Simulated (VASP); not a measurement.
# NbH2 (Fm-3m) in VASP: notebook

Runs on NbH2. Level: PBEsol. Tasks: single point.

Everything below comes from runs of VASP 6.6.1. Logs are shortened: lines on timing, memory, paths and dates and some standing lists are left out, and cuts for length are marked.

## Step 1: The cell of the first run

It takes space group Fm-3m (No. 225, cubic). The conventional cell has a = 4.517 Å, b = 4.517 Å, c = 4.517 Å, α = 90.00°, β = 90.00°, γ = 90.00°. Within 2.6 Å of Nb (site symmetry m-3m) lie 8 H at 1.96 Å. Within 2.6 Å of H (site symmetry -43m) lie 4 Nb at 1.96 Å and 6 H at 2.26 Å.

## Step 2: Single point, PBEsol

The input, INCAR:

```
  ALGO = Normal
  EDIFF = 1E-6
  ENCUT = 520
  GGA = PS
  ISIF = 2
  ISMEAR = 0
  LASPH = True
  LCHARG = False
  LREAL = False
  LWAVE = False
  NBANDS = 14
  NELM = 60
  PREC = Accurate
  SIGMA = 0.1
```

The input, KPOINTS:

```
k-points
0
Gamma
  16 16 16
```

The input, POSCAR:

```
NbH2
1.0
    0.0000000000      2.2587404927      2.2587404927
    2.2587404927      0.0000000000      2.2587404927
    2.2587404927      2.2587404927      0.0000000000
Nb H
1 2
Direct
    0.0000000000      0.0000000000      0.0000000000
    0.2500000000      0.2500000000      0.2500000000
    0.7500000000      0.7500000000      0.7500000000
```

Potentials or basis: VASP PAW PBE potentials, release 64 (Nb_sv, H).

Launch:

```
$ cat potpaw_PBE.64/Nb_sv/POTCAR potpaw_PBE.64/H/POTCAR > POTCAR
$ mpirun -np 1 vasp_std > vasp.out
```

OUTCAR:

```text
EDIFF = 1E-6
   ENCUT = 520
   GGA = PS
   ISIF = 2
   ISMEAR = 0
   LASPH = True
   LREAL = False
   NELM = 60
   PREC = Accurate

 ion  position               nearest neighbor table
   1  0.000  0.000  0.000-   2 1.96   3 1.96   3 1.96   3 1.96   3 1.96   2 1.96   2 1.96   2 1.96

   2  0.250  0.250  0.250-   1 1.96   1 1.96   1 1.96   1 1.96
   3  0.750  0.750  0.750-   1 1.96   1 1.96   1 1.96   1 1.96

  LATTYP: Found a face centered cubic cell.
 ALAT       =     4.5174809854

  Lattice vectors:

 A1 = (   0.0000000000,   2.2587404927,   2.2587404927)
 A2 = (   2.2587404927,   0.0000000000,   2.2587404927)
 A3 = (   2.2587404927,   2.2587404927,   0.0000000000)

Analysis of symmetry for initial positions (statically):
=====================================================================
 Subroutine PRICEL returns:
 Original cell was already a primitive cell.

 Routine SETGRP: Setting up the symmetry group for a
 face centered cubic supercell.

 Subroutine GETGRP returns: Found 48 space group operations
 (whereof 48 operations were pure point group operations)
 out of a pool of 48 trial point group operations.

The static configuration has the point symmetry O_h .

Analysis of symmetry for dynamics (positions and initial velocities):
=====================================================================
 Subroutine PRICEL returns:
 Original cell was already a primitive cell.

 Routine SETGRP: Setting up the symmetry group for a
 face centered cubic supercell.

 Subroutine GETGRP returns: Found 48 space group operations
 (whereof 48 operations were pure point group operations)
 out of a pool of 48 trial point group operations.

The dynamic configuration has the point symmetry O_h .

 Subroutine INISYM returns: Found 48 space group operations
 (whereof 48 operations are pure point group operations),
 and found     1 'primitive' translations

----------------------------------------------------------------------------------------

                                     Primitive cell

  volume of cell :      23.0478

  direct lattice vectors                    reciprocal lattice vectors
     0.000000000  2.258740493  2.258740493    -0.221362304  0.221362304  0.221362304
     2.258740493  0.000000000  2.258740493     0.221362304 -0.221362304  0.221362304
     2.258740493  2.258740493  0.000000000     0.221362304  0.221362304 -0.221362304

  length of vectors
     3.194341439  3.194341439  3.194341439     0.383410758  0.383410758  0.383410758

  position of ions in fractional coordinates (direct lattice)
     0.000000000  0.000000000  0.000000000
     0.250000000  0.250000000  0.250000000
     0.750000000  0.750000000  0.750000000

  ion indices of the primitive-cell ions
   primitive index   ion index
                 1           1
                 2           2
                 3           3

----------------------------------------------------------------------------------------

 KPOINTS: k-points

Automatic generation of k-mesh.
 Grid dimensions read from file:
 generate k-points for:   16   16   16

 Generating k-lattice:

  Cartesian coordinates                     Fractional coordinates (reciprocal lattice)
    -0.013835144  0.013835144  0.013835144     0.062500000  0.000000000  0.000000000
     0.013835144 -0.013835144  0.013835144     0.000000000  0.062500000  0.000000000
     0.013835144  0.013835144 -0.013835144     0.000000000  0.000000000  0.062500000

  Length of vectors
     0.023963172  0.023963172  0.023963172

  Shift w.r.t. Gamma in fractional coordinates (k-lattice)
     0.000000000  0.000000000  0.000000000

 Subroutine IBZKPT returns following result:
 ===========================================

 Found    145 irreducible k-points:

 Following reciprocal coordinates:
            Coordinates               Weight
  0.000000  0.000000  0.000000      1.000000
  0.062500  0.000000  0.000000      8.000000
  0.125000  0.000000  0.000000      8.000000
  0.187500  0.000000  0.000000      8.000000
  0.250000  0.000000  0.000000      8.000000
  0.312500  0.000000  0.000000      8.000000
[... 16 lines left out ...]
 -0.125000  0.062500  0.000000     24.000000
 -0.062500  0.062500  0.000000     12.000000
 [... further k-points ...]
   k-points           NKPTS =    145   k-points in BZ     NKDIM =    145   number of bands    NBANDS=     14
   number of dos      NEDOS =    301   number of ions     NIONS =      3
   total plane-waves  NPLWV =  13824
   dimension x,y,z NGX =    24 NGY =   24 NGZ =   24
   dimension x,y,z NGXF=    48 NGYF=   48 NGZF=   48
   ions per type =               1   2
   NGX,Y,Z   is equivalent  to a cutoff of  12.49, 12.49, 12.49 a.u.
   NGXF,Y,Z  is equivalent  to a cutoff of  24.98, 24.98, 24.98 a.u.
 SYSTEM =  unknown system
   PREC   = accura    normal or accurate (medium, high low for compatibility)
   ISTART =      0    job   : 0-new  1-cont  2-samecut
   ICHARG =      2    charge: 1-file 2-atom 10-const
   ISPIN  =      1    spin polarized calculation?
   LNONCOLLINEAR =      F non collinear calculations
   LSORBIT =      F    spin-orbit coupling
   LASPH  =      T    aspherical Exc in radial PAW
   ENCUT  =  520.0 eV  38.22 Ry    6.18 a.u.   5.94  5.94  5.94*2*pi/ulx,y,z
   NELM   =     60;   NELMIN=  2; NELMDL= -5     # of ELM steps
   EDIFF  = 0.1E-05   stopping-criterion for ELM
   LREAL  =      F    real-space projection
   EDIFFG = 0.1E-04   stopping-criterion for IOM
   NSW    =      0    number of steps for IOM
   IBRION =     -1    ionic relax: 0-MD 1-quasi-New 2-CG
   NFREE  =      0    steps in history (QN), initial steepest desc. (CG)
   ISIF   =      2    stress and relaxation
   ISYM   =      2    0-nonsym 1-usesym 2-fastsym
   POTIM  = 0.5000    time-step for ionic-motion
   TEBEG  =    0.0;   TEEND  =   0.0 temperature during run
   PSTRESS=    0.0 pullay stress
   NELECT =      15.0000    total number of electrons
   NUPDOWN=      -1.0000    fix difference up-down
   EMIN   =  10.00;   EMAX   =-10.00  energy-range for DOS
   EFERMI =   0.00;   METHOD = LEGACY
   ISMEAR =     0;   SIGMA  =   0.10  broadening in eV -4-tet -1-fermi 0-gaus
   EFERMI_NEDOS =   21; number of points for ismear=-14 and -15
   IALGO  =     38    algorithm
   IMIX   =      4    mixing-type and parameters
     AMIX     =   0.40;   BMIX     =  1.00
     AMIX_MAG =   1.60;   BMIX_MAG =  1.00
  volume/ion in A,a.u.               =       7.68        51.84
  Fermi-wavevector in a.u.,A,eV,Ry     =   1.418716  2.680985 27.385210  2.012756
  Thomas-Fermi vector in A             =   2.539813
   LORBIT       =      0    0 simple, 1 ext, 2 COOP (PROOUT), +10 PAW based schemes
   GGA     = PS    functional components
   LHFCALC =     F    Hartree Fock is set to
   AEXX    =    0.0000 exact exchange contribution
   IVDW    =     0    specifies the selected vdW correction
   LEPSILON=     F    determine dielectric tensor
   LRPA    =     F    only Hartree local field effects (RPA)
 non-spin polarized calculation
 Gauss-broadening in eV      SIGMA  =   0.10
  energy-cutoff  :      520.00
  volume of cell :       23.05
 maximum number of plane-waves:       636
   NGX = 11   NGY = 11   NGZ = 11

 number of electron      14.9999998 magnetization

 Free energy of the ion-electron system (eV)
  ---------------------------------------------------
  ext. energy  EPLUGINS =         0.00000000
  ---------------------------------------------------
  free energy    TOTEN  =       -18.50421902 eV

  energy without entropy =      -18.49995820  energy(sigma->0) =      -18.50208861

 E-fermi :  10.2361     XC(G=0): -12.3111

 val. band max:       10.2203568004   @ k =  -0.2500   0.2500   0.0625
 cond. band min:      10.2449118611   @ k =   0.5000   0.2500   0.0625
 fundamental gap:      0.0245550607
 Fermi energy:        10.2360844786

 k-point     1 :       0.0000    0.0000    0.0000
  band No.  band energies     occupation
      1     -45.0560      2.00000
      2     -20.8271      2.00000
      3     -20.8271      2.00000
      4     -20.8271      2.00000
      5      -0.6250      2.00000
      6       8.8086      2.00000
      7       8.8086      2.00000
      8       8.8086      2.00000
      9       9.1115      2.00000
     10      11.5440      0.00000
     11      11.5440      0.00000
     12      22.6997      0.00000
     13      23.6671      0.00000
     14      23.6671      0.00000

 k-point     2 :       0.0625    0.0000    0.0000
  band No.  band energies     occupation
      1     -45.0523      2.00000
      2     -20.8580      2.00000
      3     -20.8308      2.00000
      4     -20.8308      2.00000
      5      -0.5135      2.00000
      6       7.6891      2.00000
      7       8.8659      2.00000
      8       8.8659      2.00000
      9      10.3681      0.06191
     10      11.4940      0.00000
     11      11.4940      0.00000
     12      21.6037      0.00000
     13      23.8893      0.00000
     14      23.8893      0.00000

 k-point     3 :       0.1250    0.0000    0.0000
  band No.  band energies     occupation
      1     -45.0418      2.00000
      2     -20.9451      2.00000
      3     -20.8413      2.00000
      4     -20.8413      2.00000
      5      -0.1937      2.00000
      6       6.6058      2.00000
      7       9.0155      2.00000
      8       9.0155      2.00000
      9      11.3848      0.00000
     10      11.3848      0.00000
     11      11.8460      0.00000
     12      20.3407      0.00000
     13      24.5265      0.00000
     14      24.5265      0.00000

 k-point     4 :       0.1875    0.0000    0.0000
  band No.  band energies     occupation
      1     -45.0260      2.00000
      2     -21.0732      2.00000
      3     -20.8569      2.00000
      4     -20.8569      2.00000
      5       0.2862      2.00000
      6       5.7317      2.00000
      7       9.1830      2.00000
      8       9.1830      2.00000
      9      11.3323      0.00000
     10      11.3323      0.00000
     11      13.3068      0.00000
     12      19.3385      0.00000
     13      25.0398      0.00000
     14      25.5020      0.00000

 k-point     5 :       0.2500    0.0000    0.0000
  band No.  band energies     occupation
      1     -45.0072      2.00000
      2     -21.2211      2.00000
      3     -20.8753      2.00000
      4     -20.8753      2.00000
      5       0.8339      2.00000
      6       5.1222      2.00000
      7       9.2575      2.00000
      8       9.2575      2.00000
      9      11.4808      0.00000
     10      11.4808      0.00000
     11      14.5319      0.00000
[... 276 lines left out ...]
 k-point    22 :      -0.1875    0.0625    0.0000
  band No.  band energies     occupation
      1     -45.0173      2.00000
      2     -21.1280      2.00000
      3     -20.8901      2.00000
      4     -20.8557      2.00000
      5       0.5590      2.00000
      6       5.3649      2.00000
      7       9.2189      2.00000
      8       9.3127      2.00000
      9      10.9952      0.00000
     10      11.6618      0.00000
     11      13.9926      0.00000
     12      19.1384      0.00000
     13      24.0602      0.00000
     14      25.2335      0.00000

 k-point    23 :      -0.1250    0.0625    0.0000
  band No.  band energies     occupation
      1     -45.0341      2.00000
      2     -20.9971      2.00000
      3     -20.8680      2.00000
      4     -20.8410      2.00000
      5       0.0458      2.00000
      6       6.0973      2.00000
      7       9.1252      2.00000
      8       9.1307      2.00000
      9      11.0884      0.00000
     10      11.5496      0.00000
     11      12.6329      0.00000
     12      19.9194      0.00000
     13      24.2803      0.00000
     14      25.2928      0.00000

 k-point    24 :      -0.0625    0.0625    0.0000
  band No.  band energies     occupation
      1     -45.0464      2.00000
      2     -20.9017      2.00000
      3     -20.8472      2.00000
      4     -20.8322      2.00000
      5      -0.3316      2.00000
      6       6.9689      2.00000
      7       8.9507      2.00000
      8       8.9749      2.00000
      9      11.2997      0.00000
     10      11.3014      0.00000
     11      11.5384      0.00000
     12      20.8566      0.00000
     13      23.8877      0.00000
     14      24.4134      0.00000

 [... further k-points ...]

------------------------ aborting loop because EDIFF is reached ----------------------------------------

  FORCE on cell =-STRESS in cart. coord.  units (eV):
  Direction    XX          YY          ZZ          XY          YZ          ZX
  --------------------------------------------------------------------------------------
  -------------------------------------------------------------------------------------
  Total       -0.0547535     -0.0547535     -0.0547535     -0.0000000      0.0000000     -0.0000000
  in kB       -3.8062197     -3.8062197     -3.8062197     -0.0000000      0.0000000     -0.0000000
  external PRESSURE =      -3.8062197 kB  Pullay stress =       0.0000000 kB

 VOLUME and BASIS-vectors are now :
 -----------------------------------------------------------------------------
  energy-cutoff  :      520.00
  volume of cell :       23.05
      direct lattice vectors                 reciprocal lattice vectors
     0.000000000  2.258740493  2.258740493    -0.221362304  0.221362304  0.221362304
     2.258740493  0.000000000  2.258740493     0.221362304 -0.221362304  0.221362304
     2.258740493  2.258740493  0.000000000     0.221362304  0.221362304 -0.221362304

 POSITION                                       TOTAL-FORCE (eV/Angst)
 -----------------------------------------------------------------------------------
      0.00000      0.00000      0.00000         0.000000     -0.000000      0.000000
      1.12937      1.12937      1.12937         0.000000      0.000000      0.000000
      3.38811      3.38811      3.38811        -0.000000     -0.000000     -0.000000
 -----------------------------------------------------------------------------------
    total drift:                               -0.000000      0.000000      0.000000

  FREE ENERGIE OF THE ION-ELECTRON SYSTEM (eV)
  ---------------------------------------------------
  free  energy   TOTEN  =       -18.5042190174 eV

  energy  without entropy=      -18.4999581990  energy(sigma->0) =      -18.50208861
```

Run time: 54 s. Hardware: 1 thread of Intel Xeon 8259CL, shared host; peak memory 0.17 GiB.

Results:

```
Free energy : -18.5042 eV
Pressure    : -0.4 GPa
```

Caveat: the PAW data sets were made with another functional, which shifts forces and pressure a little.

## Step 3: Single point, PBEsol

The input, INCAR:

```
SYSTEM = NbH2
  PREC = Accurate
  ENCUT = 520
  EDIFF = 1E-6
  ISMEAR = 0
  SIGMA = 0.15
  LREAL = .FALSE.
  LASPH = .TRUE.
  NELM = 100
  ALGO = Normal
  ISIF = 2
  LWAVE = .FALSE.
  LCHARG = .TRUE.
  GGA = PS
  LELF = .TRUE.
  LVHAR = .TRUE.
  NBANDS = 14
```

The input, KPOINTS:

```
Automatic mesh
0
G
  16 16 16
  0 0 0
```

POSCAR is that of step 2.

Potentials or basis: VASP PAW PBE potentials, release 64 (Nb_sv, H).

Launch:

```
$ cat potpaw_PBE.64/Nb_sv/POTCAR potpaw_PBE.64/H/POTCAR > POTCAR
$ mpirun -np 1 vasp_std > vasp.out
```

It took 53 s on 1 thread of Intel Xeon 8259CL, shared host; peak memory 0.17 GiB.

It converged, with:

```yaml
Free_energy: -18.5070 eV
Pressure: -0.3 GPa
```

Levels at points of the mesh, in eV from the Fermi level:
```tsv
k point	band 6	band 7	band 8	band 9	band 10	band 11
(0.00, 0.00, 0.00)	-1.42	-1.42	-1.42	-1.12	1.31	1.31
(0.50, 0.00, 0.00)	-4.93	-1.27	-1.27	2.75	2.75	5.10
(0.50, 0.50, 0.00)	-4.99	-4.52	2.94	3.00	3.00	7.23
```

Caveat: the PAW data sets were made with another functional, which shifts forces and pressure a little.
